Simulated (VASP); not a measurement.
AlN, 2 atoms in the cell. It takes space group Fm-3m (No. 225, cubic). Conventional cell: a = 3.956 Å, b = 3.956 Å, c = 3.956 Å, α = 90.00°, β = 90.00°, γ = 90.00°. Al (site symmetry m-3m) has 6 N at 1.98 Å within 2.6 Å. N (site symmetry m-3m) has 6 Al at 1.98 Å within 2.6 Å. 

* Program: VASP 6.6.1
* Task: single point
* Functional: PBE
* Potentials or basis: VASP PAW PBE potentials, release 64 (Al, N)
* Cutoff: 520 eV
* k mesh: 10 × 10 × 10
* Occupations: fermi-dirac, width 0.02 eV
* Spin: no spin polarisation
* Dipole correction: no
* Further INCAR settings: ALGO = Normal; EDIFF = 1e-06; NBANDS = 11

Potentials or basis: VASP PAW PBE potentials, release 64 (Al, N).

Command:

```console
$ cat potpaw_PBE.64/Al/POTCAR potpaw_PBE.64/N/POTCAR > POTCAR
$ mpirun -np 1 vasp_std > vasp.out
```

Hardware: 1 thread of Intel(R) Xeon(R) Platinum 8488C (Sapphire Rapids) (shared host).

Task: How long does it take, and how much memory?

Result: Run time: 5.7 s on 1 thread of Intel(R) Xeon(R) Platinum 8488C (Sapphire Rapids) (shared host), peak memory 0.13 GiB. Counts: scf iterations 12, k points 47.
